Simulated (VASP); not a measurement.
Write the native input for VASP 6.6.1 that does the following.

```
Task                   : single point
Functional             : PBE
Potentials or basis    : VASP PAW PBE potentials, release 64 (Ba_sv, S)
Cutoff                 : 520 eV
k mesh                 : 8 × 8 × 8
Occupations            : fermi-dirac, width 0.02 eV
Spin                   : no spin polarisation
Dipole correction      : no
Further INCAR settings : ALGO = Normal; EDIFF = 1e-06; NBANDS = 15
```

The structure of BaS lies in POSCAR:

```
BaS
1.0
    0.0000000000      3.1723147904      3.1723147904
    3.1723147904      0.0000000000      3.1723147904
    3.1723147904      3.1723147904      0.0000000000
Ba S
1 1
Direct
    0.0000000000      0.0000000000      0.0000000000
    0.5000000000      0.5000000000      0.5000000000
```

The input as run:

INCAR

```
SYSTEM = BaS
PREC = Accurate ; ENCUT = 520
EDIFF = 1E-6 ; ISMEAR = -1
SIGMA = 0.02 ; LREAL = .FALSE.
LASPH = .TRUE. ; NELM = 60
ALGO = Normal ; ISIF = 2
LWAVE = .FALSE. ; LCHARG = .FALSE.
GGA = PE ; NBANDS = 15
```

KPOINTS

```
regular mesh
0
G
  8 8 8
  0 0 0
```

Potentials or basis: VASP PAW PBE potentials, release 64 (Ba_sv, S).

Launch:

```console
$ cat potpaw_PBE.64/Ba_sv/POTCAR potpaw_PBE.64/S/POTCAR > POTCAR
$ mpirun -np 1 vasp_std > vasp.out
```

Results of the run:

```
Pressure               : 2.4 GPa
Band gap on the k mesh : 2.07 eV (least direct gap 2.20 eV)
```

Caveat: spin-orbit coupling is left out, which moves the levels of the heavy elements.

It took 22 s on 1 thread of Intel(R) Xeon(R) Platinum 8259CL CPU @ 2.50GHz (Skylake/Cascade Lake), on a shared host, peak memory 0.21 GiB.
